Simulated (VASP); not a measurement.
# Zr (P6/mmm) in VASP: a series of runs

The runs below take Zr through single point, with PBE.

All numbers are computed with VASP 6.6.1; they aren't measurements. Logs are shortened: lines on timing, memory, paths and dates and some standing lists are left out, and cuts for length are marked.

## 1. The cell of the first run

It takes space group P6/mmm (No. 191, hexagonal). The conventional cell has a = 2.998 Å, b = 2.998 Å, c = 3.001 Å, α = 90.00°, β = 90.00°, γ = 120.00°. Zr (site symmetry 6/mmm) has 8 Zr at 3.00 Å within 3.9 Å.

This isn't the form of Zr at room conditions, which is hcp.

## 2. Single point, PBE

INCAR

```
SYSTEM = Zr
  PREC = Accurate
  ENCUT = 520
  EDIFF = 1E-7
  ISMEAR = -1
  SIGMA = 0.05
  LREAL = .False.
  LASPH = .True.
  NELM = 60
  ALGO = Normal
  ISIF = 2
  LWAVE = .False.
  LCHARG = .False.
  GGA = PE
  NBANDS = 12
```

KPOINTS

```
regular mesh
0
Gamma
  14 14 13
  0 0 0
```

POSCAR

```
Zr
1.0
    2.9982244945      0.0000000000      0.0000000000
   -1.4991122472      2.5965385785      0.0000000000
    0.0000000000      0.0000000000      3.0006750592
Zr
1
Direct
    0.0000000000      0.0000000000      0.0000000000
```

Potentials or basis: VASP PAW PBE potentials, release 64 (Zr_sv).

On the command line:

```sh
$ cat potpaw_PBE.64/Zr_sv/POTCAR > POTCAR
$ mpirun -np 1 vasp_std > vasp.out
```

OUTCAR:

```text
SYSTEM = Zr
   PREC = Accurate
   ENCUT = 520
   EDIFF = 1E-7
   ISMEAR = -1
   LREAL = .False.
   LASPH = .True.
   NELM = 60
   ISIF = 2
   GGA = PE

 ion  position               nearest neighbor table
   1  0.000  0.000  0.000-

  LATTYP: Found a hexagonal cell.
 ALAT       =     2.9982244945
 C/A-ratio  =     1.0008173386

  Lattice vectors:

 A1 = (   2.9982244945,   0.0000000000,   0.0000000000)
 A2 = (  -1.4991122472,   2.5965385785,   0.0000000000)
 A3 = (   0.0000000000,   0.0000000000,   3.0006750592)

Analysis of symmetry for initial positions (statically):
=====================================================================
 Subroutine PRICEL returns:
 Original cell was already a primitive cell.

 Routine SETGRP: Setting up the symmetry group for a
 hexagonal supercell.

 Subroutine GETGRP returns: Found 24 space group operations
 (whereof 24 operations were pure point group operations)
 out of a pool of 24 trial point group operations.

The static configuration has the point symmetry D_6h.

Analysis of symmetry for dynamics (positions and initial velocities):
=====================================================================
 Subroutine PRICEL returns:
 Original cell was already a primitive cell.

 Routine SETGRP: Setting up the symmetry group for a
 hexagonal supercell.

 Subroutine GETGRP returns: Found 24 space group operations
 (whereof 24 operations were pure point group operations)
 out of a pool of 24 trial point group operations.

The dynamic configuration has the point symmetry D_6h.

 Subroutine INISYM returns: Found 24 space group operations
 (whereof 24 operations are pure point group operations),
 and found     1 'primitive' translations

----------------------------------------------------------------------------------------

                                     Primitive cell

  volume of cell :      23.3603

  direct lattice vectors                    reciprocal lattice vectors
     2.998224495  0.000000000  0.000000000     0.333530729  0.192564056  0.000000000
    -1.499112247  2.596538579  0.000000000     0.000000000  0.385128112  0.000000000
     0.000000000  0.000000000  3.000675059     0.000000000  0.000000000  0.333258344

  length of vectors
     2.998224495  2.998224494  3.000675059     0.385128112  0.385128112  0.333258344

  position of ions in fractional coordinates (direct lattice)
     0.000000000  0.000000000  0.000000000

  ion indices of the primitive-cell ions
   primitive index   ion index
                 1           1

[... 81 lines left out ...]
   PSTRESS=    0.0 pullay stress
   NELECT =      12.0000    total number of electrons
   NUPDOWN=      -1.0000    fix difference up-down
   EMIN   =  10.00;   EMAX   =-10.00  energy-range for DOS
   EFERMI =   0.00;   METHOD = LEGACY
   ISMEAR =    -1;   SIGMA  =   0.05  broadening in eV -4-tet -1-fermi 0-gaus
   EFERMI_NEDOS =   21; number of points for ismear=-14 and -15
   IALGO  =     38    algorithm
   IMIX   =      4    mixing-type and parameters
     AMIX     =   0.40;   BMIX     =  1.00
     AMIX_MAG =   1.60;   BMIX_MAG =  1.00
  volume/ion in A,a.u.               =      23.36       157.64
  Fermi-wavevector in a.u.,A,eV,Ry     =   1.311121  2.477659 23.388919  1.719037
  Thomas-Fermi vector in A             =   2.441604
   LORBIT       =      0    0 simple, 1 ext, 2 COOP (PROOUT), +10 PAW based schemes
   GGA     = PE    functional components
   LHFCALC =     F    Hartree Fock is set to
   AEXX    =    0.0000 exact exchange contribution
   IVDW    =     0    specifies the selected vdW correction
   LEPSILON=     F    determine dielectric tensor
   LRPA    =     F    only Hartree local field effects (RPA)
 non-spin polarized calculation
  energy-cutoff  :      520.00
  volume of cell :       23.36
 maximum number of plane-waves:       653
 NGX is ok and might be reduce to    24
   NGX = 11   NGY = 11   NGZ = 11

 number of electron      12.0000000 magnetization

 Free energy of the ion-electron system (eV)
  ---------------------------------------------------
  ext. energy  EPLUGINS =         0.00000000
  ---------------------------------------------------
  free energy    TOTEN  =        -8.15582954 eV

  energy without entropy =       -8.15005369  energy(sigma->0) =       -8.15294162

 E-fermi :   8.5509     XC(G=0): -11.0135

 val. band max:        8.5186994870   @ k =   0.2143   0.1429   0.0769
 cond. band min:       8.5535468239   @ k =   0.2143   0.2143   0.3846
 fundamental gap:      0.0348473369
 Fermi energy:         8.5508986483

 k-point     1 :       0.0000    0.0000    0.0000
  band No.  band energies     occupation
      1     -39.9935      2.00000
      2     -17.5660      2.00000
      3     -17.3133      2.00000
      4     -17.3133      2.00000
      5       3.4202      2.00000
      6       6.8995      2.00000
      7       9.8950      0.00000
      8       9.8950      0.00000
      9      14.3079      0.00000
     10      14.3079      0.00000
     11      19.9526      0.00000
     12      20.3525      0.00000
[... 331 lines left out ...]
 k-point    24 :       0.3571    0.2857    0.0000
  band No.  band energies     occupation
      1     -39.7645      2.00000
      2     -18.3456      2.00000
      3     -18.1440      2.00000
      4     -17.3795      2.00000
      5       7.9082      1.99999
      6       8.2802      1.99113
      7       8.6462      0.25906
      8      11.4363      0.00000
      9      11.9594      0.00000
     10      16.3929      0.00000
     11      16.8154      0.00000
     12      17.3586      0.00000

 [... further k-points ...]

------------------------ aborting loop because EDIFF is reached ----------------------------------------

  FORCE on cell =-STRESS in cart. coord.  units (eV):
  Direction    XX          YY          ZZ          XY          YZ          ZX
  --------------------------------------------------------------------------------------
  -------------------------------------------------------------------------------------
  Total        0.2682132      0.2682132      0.2651663      0.0000000     -0.0000000     -0.0000000
  in kB       18.3955495     18.3955495     18.1865817      0.0000000     -0.0000000     -0.0000000
  external PRESSURE =      18.3258936 kB  Pullay stress =       0.0000000 kB

 VOLUME and BASIS-vectors are now :
 -----------------------------------------------------------------------------
  energy-cutoff  :      520.00
  volume of cell :       23.36
      direct lattice vectors                 reciprocal lattice vectors
     2.998224495  0.000000000  0.000000000     0.333530729  0.192564056  0.000000000
    -1.499112247  2.596538579  0.000000000     0.000000000  0.385128112  0.000000000
     0.000000000  0.000000000  3.000675059     0.000000000  0.000000000  0.333258344

 POSITION                                       TOTAL-FORCE (eV/Angst)
 -----------------------------------------------------------------------------------
      0.00000      0.00000      0.00000         0.000000      0.000000      0.000000
 -----------------------------------------------------------------------------------
    total drift:                                0.000000     -0.000000      0.000000

  FREE ENERGIE OF THE ION-ELECTRON SYSTEM (eV)
  ---------------------------------------------------
  free  energy   TOTEN  =        -8.1558295446 eV

  energy  without entropy=       -8.1500536891  energy(sigma->0) =       -8.15294162
```

Run time: 13 s. Hardware: 1 thread of Intel Xeon 6975P-C (Granite Rapids), shared host; peak memory 0.16 GiB.

What came out:

```
Free energy            : -8.1558 eV
Pressure               : 1.8 GPa
Band gap on the k mesh : zero (bands 6 and 7 overlap by 0.47 eV)
```

## 3. Single point, PBE

INCAR

```
PREC = Accurate
ENCUT = 520
EDIFF = 1E-6
ISMEAR = -1
SIGMA = 0.05
LREAL = False
LASPH = True
NELM = 60
ALGO = Normal
ISIF = 2
LWAVE = False
LCHARG = False
GGA = PE
NBANDS = 12
```

KPOINTS

```
regular mesh
0
Gamma
  14 14 13
```

POSCAR is that of step 2.

Potentials or basis: VASP PAW PBE potentials, release 64 (Zr_sv).

On the command line:

```sh
$ cat potpaw_PBE.64/Zr_sv/POTCAR > POTCAR
$ mpirun -np 1 vasp_std > vasp.out
```

OUTCAR:

```text
PREC = Accurate
   ENCUT = 520
   EDIFF = 1E-6
   ISMEAR = -1
   LREAL = False
   LASPH = True
   NELM = 60
   ISIF = 2
   GGA = PE

 ion  position               nearest neighbor table
   1  0.000  0.000  0.000-

  LATTYP: Found a hexagonal cell.
 ALAT       =     2.9982244945
 C/A-ratio  =     1.0008173386

  Lattice vectors:

 A1 = (   2.9982244945,   0.0000000000,   0.0000000000)
 A2 = (  -1.4991122472,   2.5965385785,   0.0000000000)
 A3 = (   0.0000000000,   0.0000000000,   3.0006750592)

Analysis of symmetry for initial positions (statically):
=====================================================================
 Subroutine PRICEL returns:
 Original cell was already a primitive cell.

 Routine SETGRP: Setting up the symmetry group for a
 hexagonal supercell.

 Subroutine GETGRP returns: Found 24 space group operations
 (whereof 24 operations were pure point group operations)
 out of a pool of 24 trial point group operations.

The static configuration has the point symmetry D_6h.

Analysis of symmetry for dynamics (positions and initial velocities):
=====================================================================
 Subroutine PRICEL returns:
 Original cell was already a primitive cell.

 Routine SETGRP: Setting up the symmetry group for a
 hexagonal supercell.

 Subroutine GETGRP returns: Found 24 space group operations
 (whereof 24 operations were pure point group operations)
 out of a pool of 24 trial point group operations.

The dynamic configuration has the point symmetry D_6h.

 Subroutine INISYM returns: Found 24 space group operations
 (whereof 24 operations are pure point group operations),
 and found     1 'primitive' translations

----------------------------------------------------------------------------------------

                                     Primitive cell

  volume of cell :      23.3603

  direct lattice vectors                    reciprocal lattice vectors
     2.998224495  0.000000000  0.000000000     0.333530729  0.192564056  0.000000000
    -1.499112247  2.596538579  0.000000000     0.000000000  0.385128112  0.000000000
     0.000000000  0.000000000  3.000675059     0.000000000  0.000000000  0.333258344

  length of vectors
     2.998224495  2.998224494  3.000675059     0.385128112  0.385128112  0.333258344

  position of ions in fractional coordinates (direct lattice)
     0.000000000  0.000000000  0.000000000

  ion indices of the primitive-cell ions
   primitive index   ion index
                 1           1

----------------------------------------------------------------------------------------

 KPOINTS: regular mesh

Automatic generation of k-mesh.
 Grid dimensions read from file:
 generate k-points for:   14   14   13

 Generating k-lattice:

  Cartesian coordinates                     Fractional coordinates (reciprocal lattice)
     0.023823623  0.013754575  0.000000000     0.071428571  0.000000000  0.000000000
     0.000000000  0.027509151  0.000000000     0.000000000  0.071428571  0.000000000
     0.000000000  0.000000000  0.025635257     0.000000000  0.000000000  0.076923077

  Length of vectors
     0.027509151  0.027509151  0.025635257

  Shift w.r.t. Gamma in fractional coordinates (k-lattice)
     0.000000000  0.000000000  0.000000000

 Subroutine IBZKPT returns following result:
 ===========================================

 Found    168 irreducible k-points:

 Following reciprocal coordinates:
            Coordinates               Weight
  0.000000  0.000000  0.000000      1.000000
  0.071429  0.000000  0.000000      6.000000
  0.142857  0.000000  0.000000      6.000000
  0.214286  0.000000  0.000000      6.000000
  0.285714  0.000000  0.000000      6.000000
  0.357143 -0.000000  0.000000      6.000000
[... 16 lines left out ...]
  0.285714  0.285714  0.000000      6.000000
  0.357143  0.285714  0.000000      6.000000
 [... further k-points ...]
   k-points           NKPTS =    168   k-points in BZ     NKDIM =    168   number of bands    NBANDS=     12
   number of dos      NEDOS =    301   number of ions     NIONS =      1
   total plane-waves  NPLWV =  13824
   dimension x,y,z NGX =    24 NGY =   24 NGZ =   24
   dimension x,y,z NGXF=    48 NGYF=   48 NGZF=   48
   ions per type =               1
   NGX,Y,Z   is equivalent  to a cutoff of  13.31, 13.31, 13.30 a.u.
   NGXF,Y,Z  is equivalent  to a cutoff of  26.62, 26.62, 26.59 a.u.
 SYSTEM =  unknown system
   PREC   = accura    normal or accurate (medium, high low for compatibility)
   ISTART =      0    job   : 0-new  1-cont  2-samecut
   ICHARG =      2    charge: 1-file 2-atom 10-const
   ISPIN  =      1    spin polarized calculation?
   LNONCOLLINEAR =      F non collinear calculations
   LSORBIT =      F    spin-orbit coupling
   LASPH  =      T    aspherical Exc in radial PAW
   ENCUT  =  520.0 eV  38.22 Ry    6.18 a.u.   5.57  5.57  5.58*2*pi/ulx,y,z
   NELM   =     60;   NELMIN=  2; NELMDL= -5     # of ELM steps
   EDIFF  = 0.1E-05   stopping-criterion for ELM
   LREAL  =      F    real-space projection
   EDIFFG = 0.1E-04   stopping-criterion for IOM
   NSW    =      0    number of steps for IOM
   IBRION =     -1    ionic relax: 0-MD 1-quasi-New 2-CG
   NFREE  =      0    steps in history (QN), initial steepest desc. (CG)
   ISIF   =      2    stress and relaxation
   ISYM   =      2    0-nonsym 1-usesym 2-fastsym
   POTIM  = 0.5000    time-step for ionic-motion
   TEBEG  =    0.0;   TEEND  =   0.0 temperature during run
   PSTRESS=    0.0 pullay stress
   NELECT =      12.0000    total number of electrons
   NUPDOWN=      -1.0000    fix difference up-down
   EMIN   =  10.00;   EMAX   =-10.00  energy-range for DOS
   EFERMI =   0.00;   METHOD = LEGACY
   ISMEAR =    -1;   SIGMA  =   0.05  broadening in eV -4-tet -1-fermi 0-gaus
   EFERMI_NEDOS =   21; number of points for ismear=-14 and -15
   IALGO  =     38    algorithm
   IMIX   =      4    mixing-type and parameters
     AMIX     =   0.40;   BMIX     =  1.00
     AMIX_MAG =   1.60;   BMIX_MAG =  1.00
  volume/ion in A,a.u.               =      23.36       157.64
  Fermi-wavevector in a.u.,A,eV,Ry     =   1.311121  2.477659 23.388919  1.719037
  Thomas-Fermi vector in A             =   2.441604
   LORBIT       =      0    0 simple, 1 ext, 2 COOP (PROOUT), +10 PAW based schemes
   GGA     = PE    functional components
   LHFCALC =     F    Hartree Fock is set to
   AEXX    =    0.0000 exact exchange contribution
   IVDW    =     0    specifies the selected vdW correction
   LEPSILON=     F    determine dielectric tensor
   LRPA    =     F    only Hartree local field effects (RPA)
 non-spin polarized calculation
  energy-cutoff  :      520.00
  volume of cell :       23.36
 maximum number of plane-waves:       653
 NGX is ok and might be reduce to    24
   NGX = 11   NGY = 11   NGZ = 11

 number of electron      12.0000000 magnetization

 Free energy of the ion-electron system (eV)
  ---------------------------------------------------
  ext. energy  EPLUGINS =         0.00000000
  ---------------------------------------------------
  free energy    TOTEN  =        -8.15582954 eV

  energy without entropy =       -8.15005367  energy(sigma->0) =       -8.15294161

 E-fermi :   8.5509     XC(G=0): -11.0135

 val. band max:        8.5186738442   @ k =   0.2143   0.1429   0.0769
 cond. band min:       8.5535217567   @ k =   0.2143   0.2143   0.3846
 fundamental gap:      0.0348479125
 Fermi energy:         8.5508739897

 k-point     1 :       0.0000    0.0000    0.0000
  band No.  band energies     occupation
      1     -39.9935      2.00000
      2     -17.5661      2.00000
      3     -17.3134      2.00000
      4     -17.3134      2.00000
      5       3.4202      2.00000
      6       6.8995      2.00000
      7       9.8949      0.00000
      8       9.8949      0.00000
      9      14.3079      0.00000
     10      14.3079      0.00000
     11      19.9526      0.00000
     12      20.3525      0.00000
[... 331 lines left out ...]
 k-point    24 :       0.3571    0.2857    0.0000
  band No.  band energies     occupation
      1     -39.7645      2.00000
      2     -18.3456      2.00000
      3     -18.1441      2.00000
      4     -17.3795      2.00000
      5       7.9082      1.99999
      6       8.2802      1.99113
      7       8.6461      0.25904
      8      11.4362      0.00000
      9      11.9593      0.00000
     10      16.3929      0.00000
     11      16.8154      0.00000
     12      17.3586      0.00000

 [... further k-points ...]

------------------------ aborting loop because EDIFF is reached ----------------------------------------

  FORCE on cell =-STRESS in cart. coord.  units (eV):
  Direction    XX          YY          ZZ          XY          YZ          ZX
  --------------------------------------------------------------------------------------
  -------------------------------------------------------------------------------------
  Total        0.2687142      0.2687142      0.2657641      0.0000000      0.0000000      0.0000000
  in kB       18.4299105     18.4299105     18.2275791      0.0000000      0.0000000      0.0000000
  external PRESSURE =      18.3624667 kB  Pullay stress =       0.0000000 kB

 VOLUME and BASIS-vectors are now :
 -----------------------------------------------------------------------------
  energy-cutoff  :      520.00
  volume of cell :       23.36
      direct lattice vectors                 reciprocal lattice vectors
     2.998224495  0.000000000  0.000000000     0.333530729  0.192564056  0.000000000
    -1.499112247  2.596538579  0.000000000     0.000000000  0.385128112  0.000000000
     0.000000000  0.000000000  3.000675059     0.000000000  0.000000000  0.333258344

 POSITION                                       TOTAL-FORCE (eV/Angst)
 -----------------------------------------------------------------------------------
      0.00000      0.00000      0.00000         0.000000      0.000000      0.000000
 -----------------------------------------------------------------------------------
    total drift:                               -0.000000     -0.000000      0.000000

  FREE ENERGIE OF THE ION-ELECTRON SYSTEM (eV)
  ---------------------------------------------------
  free  energy   TOTEN  =        -8.1558295433 eV

  energy  without entropy=       -8.1500536699  energy(sigma->0) =       -8.15294161
```

It took 12 s on 1 thread of Intel Xeon 6975P-C (Granite Rapids), shared host; peak memory 0.17 GiB.

What came out:

| Item | Value |
| --- | --- |
| Free energy | -8.1558 eV |
| Pressure | 1.8 GPa |
| Band gap on the k mesh | zero (bands 6 and 7 overlap by 0.47 eV) |
